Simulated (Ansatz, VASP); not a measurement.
## Ba2IrO4: VASP beside Ansatz

Contents of INCAR:

```
SYSTEM = Ba2IrO4
PREC = Accurate ; ENCUT = 520
EDIFF = 1E-6 ; ISMEAR = -1
SIGMA = 0.1 ; LREAL = .False.
LASPH = .True. ; NELM = 60
ALGO = Normal ; ISIF = 2
LWAVE = .False. ; LCHARG = .True.
GGA = CA ; LELF = .True.
LVHAR = .True. ; NBANDS = 36
```

The input KPOINTS:

```
regular mesh
0
Gamma
  9 9 9
  0 0 0
```

POSCAR

```
Ba2IrO4
1.0
   -1.9469479636      1.9469479636      6.4865274682
    1.9469479636     -1.9469479636      6.4865274682
    1.9469479636      1.9469479636     -6.4865274682
Ba Ir O
2 1 4
Direct
    0.3549070000      0.3549070000      0.0000000000
    0.6450930000      0.6450930000      0.0000000000
    0.0000000000      0.0000000000      0.0000000000
    0.5000000000      0.0000000000      0.5000000000
    0.1542060000      0.1542060000      0.0000000000
    0.8457940000      0.8457940000      0.0000000000
    0.0000000000      0.5000000000      0.5000000000
```

Input for Ansatz:

```yaml
crystal:
  lattice:
    - [-1.9469479636326366, 1.9469479636326366, 6.486527468214924]
    - [1.9469479636326366, -1.9469479636326366, 6.486527468214924]
    - [1.9469479636326366, 1.9469479636326366, -6.486527468214924]
  atoms:
    - { symbol: Ba, position: [0.354907, 0.354907, 0.0] }
    - { symbol: Ba, position: [0.645093, 0.645093, 0.0] }
    - { symbol: Ir, position: [0.0, 0.0, 0.0] }
    - { symbol: O, position: [0.5, 0.0, 0.5] }
    - { symbol: O, position: [0.154206, 0.154206, 0.0] }
    - { symbol: O, position: [0.845794, 0.845794, 0.0] }
    - { symbol: O, position: [0.0, 0.5, 0.5] }
basis:
  ecutwfc: 510.0
kpoints:
  mp_grid:
    grid: [9, 9, 9]
hamiltonian:
  xc: lda
scf:
  occupations:
    method: fermi_dirac
output:
  stress: true
```

Alike in both runs: task single point; functional LDA; k mesh 9 × 9 × 9; no spin polarisation.

|  | VASP | Ansatz |
| --- | --- | --- |
| version | VASP 6.6.1 | Ansatz 0.2.0 |
| potentials or method | VASP PAW LDA potentials, release 64 (Ba_sv, Ir, O), cutoff 520 eV | plane waves, PAW |
| occupations | fermi-dirac, width 0.1 eV | fermi-dirac |
| valence electrons in the cell | 53 | 61 |

|  | VASP | Ansatz | Ansatz less VASP |
| --- | --- | --- | --- |
| pressure (GPa) | 10.6 | 6.6 | -3.95 |
| traceless stress, the component that is largest in VASP (GPa) | -0.55 | -0.56 | -0.012 |

LDA's correlation is that of Perdew and Zunger in VASP and of Perdew and Wang (1992) in Ansatz. One of these differences is far larger than is usual between the two programs; its cause wasn't traced. VASP's potentials hold 53 valence electrons a cell and Ansatz's 61, so a difference there can come from the potentials and not from the codes.

Neither program's run includes spin-orbit coupling.
